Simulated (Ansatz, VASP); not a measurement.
Two plane-wave programs on Re

```xyz
1
Lattice="0.0000 1.9750 1.9750 1.9750 0.0000 1.9750 1.9750 1.9750 0.0000" Properties=species:S:1:pos:R:3 pbc="T T T"
Re    0.0000    0.0000    0.0000
```

Alike in both runs: task single point; functional PBEsol; k mesh 18 × 18 × 18; occupations gaussian, width 0.1 eV; no spin polarisation.

|  | VASP | Ansatz |
| --- | --- | --- |
| version | VASP 6.6.1 | Ansatz 0.2.0 |
| potentials or method | VASP PAW PBE potentials, release 64 (Re), cutoff 520 eV | scalar-relativistic, plane waves, PAW |
| valence electrons in the cell | 7 | 15 |

VASP gave:

- gap on the k mesh at the Fermi level (eV): none
- pressure (GPa): -18.9

Task: Which values does Ansatz return?

Result: gap on the k mesh at the Fermi level (eV): none; pressure (GPa): -18.4.

VASP's potentials were made for PBE, not for PBEsol. A gap of «none» marks a metal or a gap that the smearing closes. VASP's potentials hold 7 valence electrons a cell and Ansatz's 15, so a difference there can come from the potentials and not from the codes.

Neither program's run includes spin-orbit coupling.
